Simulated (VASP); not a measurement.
Wanted: the native input for a VASP 6.6.1 run.

| Item | Value |
| --- | --- |
| Task | single point |
| Functional | PBE |
| Potentials or basis | VASP PAW PBE potentials, release 64 (Ga_d, O) |
| Cutoff | 520 eV |
| k mesh | 3 × 5 × 5 |
| Occupations | fermi-dirac, width 0.02 eV |
| Spin | no spin polarisation |
| Dipole correction | no |
| Further INCAR settings | LREAL = Auto; ALGO = Normal; EDIFF = 1e-06; NBANDS = 104 |

The structure of Ga2O3 lies in POSCAR:

```
Ga2O3
1.0
    6.9420000000      0.0000000000      0.0000000000
    0.0000000000      4.7320000000      0.0000000000
    0.0000000000      0.0000000000      4.8550000000
Ga O
8 12
Direct
    0.1172431422      0.7540731967      0.0347316265
    0.6172431422      0.7459268033      0.9652683735
    0.8827568578      0.7540731967      0.4652683735
    0.3827568578      0.7459268033      0.5347316265
    0.8827568578      0.2459268033      0.9652683735
    0.3827568578      0.2540731967      0.0347316265
    0.1172431422      0.2459268033      0.5347316265
    0.6172431422      0.2540731967      0.4652683735
    0.8472982105      0.6081997762      0.1033779228
    0.3472982105      0.8918002238      0.8966220772
    0.1527017895      0.6081997762      0.3966220772
    0.6527017895      0.8918002238      0.6033779228
    0.1527017895      0.3918002238      0.8966220772
    0.6527017895      0.1081997762      0.1033779228
    0.8472982105      0.3918002238      0.6033779228
    0.3472982105      0.1081997762      0.3966220772
    0.0000000000      0.0537551376      0.2500000000
    0.5000000000      0.4462448624      0.7500000000
    0.0000000000      0.9462448624      0.7500000000
    0.5000000000      0.5537551376      0.2500000000
```

These files were run (other wordings do the same):

INCAR

```
SYSTEM = Ga2O3
  ALGO = Normal
  EDIFF = 1E-6
  ENCUT = 520
  GGA = PE
  ISIF = 2
  ISMEAR = -1
  LASPH = .TRUE.
  LCHARG = .FALSE.
  LREAL = Auto
  LWAVE = .FALSE.
  NBANDS = 104
  NELM = 80
  PREC = Accurate
  SIGMA = 0.02
```

KPOINTS

```
k-points
0
G
  3 5 5
  0 0 0
```

Potentials or basis: VASP PAW PBE potentials, release 64 (Ga_d, O).

The run is started by

```console
$ cat potpaw_PBE.64/Ga_d/POTCAR potpaw_PBE.64/O/POTCAR > POTCAR
$ mpirun -np 1 vasp_std > vasp.out
```

It gave:

The pressure is 66.8 GPa. The largest force is 0.053 eV/Å and the band gap on the k mesh is 4.32 eV (least direct gap 4.47 eV).

Caveat: the cell stands under pressure.

Run time: 11 min on 1 thread of Oxide Virtual Turin-like Processor, with other jobs on the host, peak memory 0.33 GiB.
